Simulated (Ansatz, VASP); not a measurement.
**MgO in VASP and in Ansatz**

Contents of POSCAR:

```
MgO
1.0
    0.0000000000      2.1085000000      2.1085000000
    2.1085000000      0.0000000000      2.1085000000
    2.1085000000      2.1085000000      0.0000000000
Mg O
1 1
Direct
    0.0000000000      0.0000000000      0.0000000000
    0.5000000000      0.5000000000      0.5000000000
```

Contents of INCAR.step1:

```
PREC = Accurate
ENCUT = 600
ISMEAR = 0
SIGMA = 0.01
LREAL = F
LASPH = T
NELM = 80
GGA = PE
ALGO = Normal
EDIFF = 1E-4
LWAVE = T
LCHARG = F
```

Contents of INCAR.step2:

```
PREC = Accurate
ENCUT = 600
EDIFF = 1E-6
ISMEAR = 0
SIGMA = 0.01
LREAL = F
LASPH = T
NELM = 80
ALGO = Normal
ISIF = 3
LWAVE = F
LCHARG = F
METAGGA = R2SCAN
LMIXTAU = T
IBRION = 2
NSW = 80
EDIFFG = -0.002
ISTART = 1
```

File KPOINTS:

```
regular mesh
0
Gamma
  8 8 8
```

Input for Ansatz:

```yaml
crystal:
  lattice:
    - [0.0, 2.1085, 2.1085]
    - [2.1085, 0.0, 2.1085]
    - [2.1085, 2.1085, 0.0]
  atoms:
    - { symbol: Mg, position: [0.0, 0.0, 0.0] }
    - { symbol: O, position: [0.5, 0.5, 0.5] }
scf:
  occupations: { method: fixed }
output:
  forces: true
  stress: true
hamiltonian:
  xc: r2scan
kpoints:
  mp_grid: { grid: [8, 8, 8] }
relax:
  f_tol: 0.002
  cell: { stress_tol: 0.02 }
```

Alike in both runs: task relaxation of cell and atoms; functional r2SCAN; k mesh 8 × 8 × 8; no spin polarisation.

```csv
,VASP,Ansatz
version,VASP 6.6.1,Ansatz 0.2.0
potentials or method,"VASP PAW PBE potentials, release 64 (Mg, O)","scalar-relativistic, plane waves, PAW"
plane-wave cutoff (eV),600,500
occupations,"gaussian, width 0.01 eV",fixed
valence electrons in the cell,8,16
```

```csv
,VASP,Ansatz,Ansatz less VASP
relaxed volume (Å³/atom),9.21,9.29,+0.076
relaxed cell length with the largest relative difference (Å),2.965,2.973,+0.0081
```

VASP's potentials were made for PBE, not for r2SCAN. VASP's potentials hold 8 valence electrons a cell and Ansatz's 16, so a difference there can come from the potentials and not from the codes.
